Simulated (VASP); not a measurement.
Set up this calculation in VASP 6.6.1, as the native input.

| Quantity | Value |
| --- | --- |
| Task | single point |
| Functional | r2SCAN |
| Potentials or basis | VASP PAW PBE potentials, release 64 (Al) |
| Cutoff | 550 eV |
| k mesh | 15 × 15 × 15 |
| Occupations | methfessel-paxton, width 0.05 eV |
| Spin | no spin polarisation |
| Dipole correction | no |
| Further INCAR settings | ALGO = Normal; EDIFF = 1e-06; NBANDS = 8 |

Al:

```
CELL_PARAMETERS angstrom
-1.59122 1.59122 1.59122
1.59122 -1.59122 1.59122
1.59122 1.59122 -1.59122
ATOMIC_POSITIONS crystal
Al 0.00000 0.00000 0.00000
```

This isn't the form of Al at room conditions, which is fcc.

One way to write it, as run:

POSCAR

```
Al
1.0
   -1.5912186900      1.5912186900      1.5912186900
    1.5912186900     -1.5912186900      1.5912186900
    1.5912186900      1.5912186900     -1.5912186900
Al
1
Direct
    0.0000000000      0.0000000000      0.0000000000
```

INCAR.step1

```
SYSTEM = Al
  PREC = Accurate
  ENCUT = 550
  ISMEAR = 1
  SIGMA = 0.05
  LREAL = .False.
  LASPH = .True.
  NELM = 120
  NBANDS = 8
  GGA = PE
  ALGO = Normal
  EDIFF = 1E-5
  LWAVE = .True.
  LCHARG = .False.
  GGA_COMPAT = .False.
```

INCAR.step2

```
SYSTEM = Al
  PREC = Accurate
  ENCUT = 550
  EDIFF = 1E-6
  ISMEAR = 1
  SIGMA = 0.05
  LREAL = .False.
  LASPH = .True.
  NELM = 120
  ALGO = Normal
  ISIF = 2
  LWAVE = .False.
  LCHARG = .True.
  METAGGA = R2SCAN
  LMIXTAU = .True.
  LELF = .True.
  LVHAR = .True.
  NBANDS = 8
  ISTART = 1
  GGA_COMPAT = .False.
```

KPOINTS

```
Automatic mesh
0
Gamma
  15 15 15
  0 0 0
```

Potentials or basis: VASP PAW PBE potentials, release 64 (Al).

Run with:

```sh
$ cat potpaw_PBE.64/Al/POTCAR > POTCAR
$ cp INCAR.step1 INCAR
$ mpirun -np 1 vasp_std > vasp.out
$ cp INCAR.step2 INCAR
$ mpirun -np 1 vasp_std > vasp.out
```

It gave:

```yaml
Pressure: -0.1 GPa
Band_gap_on_the_k_mesh: zero (an odd number of electrons rules out a gap without spin polarisation)
```

Caveat: the PAW data sets were made with another functional, which shifts forces and pressure a little.

Run time: 36 s on 1 thread of Intel(R) Xeon(R) Platinum 8259CL CPU @ 2.50GHz (Skylake/Cascade Lake) (shared host), peak memory 0.14 GiB.
